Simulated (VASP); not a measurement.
Input of a VASP 6.6.1 run:

File INCAR:

```
SYSTEM = HgPd2
ALGO = Fast
EDIFF = 1E-6
ENCUT = 520
GGA = PE
ISIF = 2
ISMEAR = 0
LASPH = .True.
LCHARG = .False.
LREAL = .False.
LWAVE = .False.
NBANDS = 23
NELM = 80
PREC = Accurate
SIGMA = 0.1
```

The input KPOINTS:

```
k-points
0
Gamma
  12 12 16
  0 0 0
```

File POSCAR:

```
HgPd2
1.0
    4.5839977024      0.0000000000      0.0000000000
   -2.2919988512      3.9698584612      0.0000000000
    0.0000000000      0.0000000000      2.8695700431
Hg Pd
1 2
Direct
    0.0000000000      0.0000000000      0.0000000000
    0.3333333333      0.6666666667      0.5000000000
    0.6666666667      0.3333333333      0.5000000000
```

Potentials or basis: VASP PAW PBE potentials, release 64 (Hg, Pd).

The run is started by

```console
$ cat potpaw_PBE.64/Hg/POTCAR potpaw_PBE.64/Pd/POTCAR > POTCAR
$ mpirun -np 1 vasp_std > vasp.out
```

**Question.** What does it give for the band gap on the k mesh?

**Answer.** Zero (bands 16 and 17 overlap by 2.01 eV).

**Question.** What does it give for the pressure?

**Answer.** 0.4 GPa.

Stress tensor (GPa, compression positive):
```
0.34 0.00 0.00
0.00 0.34 0.00
0.00 0.00 0.54
```

Caveat: spin-orbit coupling is left out, which moves the levels of the heavy elements.
